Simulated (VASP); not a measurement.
Write the native input for VASP 6.6.1 that does the following.

| Item | Value |
| --- | --- |
| Task | single point |
| Functional | PBEsol |
| Potentials or basis | VASP PAW PBE potentials, release 64 (W_sv, Se) |
| Cutoff | 520 eV |
| k mesh | 12 × 12 × 2 |
| Occupations | gaussian, width 0.05 eV |
| Spin | no spin polarisation |
| Dipole correction | no |
| Further INCAR settings | ALGO = Normal; EDIFF = 1e-06; NBANDS = 20 |

The structure of WSe2 lies in POSCAR:

```
WSe2
1.0
    3.5741399250      0.0000000000      0.0000000000
   -1.7870699625      3.0952959717      0.0000000000
    0.0000000000      0.0000000000     14.3555519605
W Se
1 2
Direct
    0.0000000000      0.0000000000      0.0000000000
    0.3333333333      0.6666666667      0.0997865200
    0.3333333333      0.6666666667      0.9002134800
```

This cell differs from its parent crystal: ratio of the length along z to the lengths across it x 0.8, volume and fractional coordinates fixed.

One way to write it, as run:

INCAR

```
ALGO = Normal
EDIFF = 1E-6
ENCUT = 520
GGA = PS
ISIF = 2
ISMEAR = 0
LASPH = T
LCHARG = F
LREAL = F
LWAVE = F
NBANDS = 20
NELM = 80
PREC = Accurate
SIGMA = 0.05
```

KPOINTS

```
k-points
0
Gamma
  12 12 2
```

Potentials or basis: VASP PAW PBE potentials, release 64 (W_sv, Se).

Launch:

```console
$ cat potpaw_PBE.64/W_sv/POTCAR potpaw_PBE.64/Se/POTCAR > POTCAR
$ mpirun -np 1 vasp_std > vasp.out
```

Results of the run:

The largest force is 2.716 eV/Å and the band gap on the k mesh is zero (bands 13 and 14 overlap by 0.46 eV).

Caveat: the PAW data sets were made with another functional, which shifts forces and pressure a little; spin-orbit coupling is left out, which moves the levels of the heavy elements.

Wall time 3.9 min on 1 thread of Intel Xeon 8259CL (shared host), peak memory 0.33 GiB.
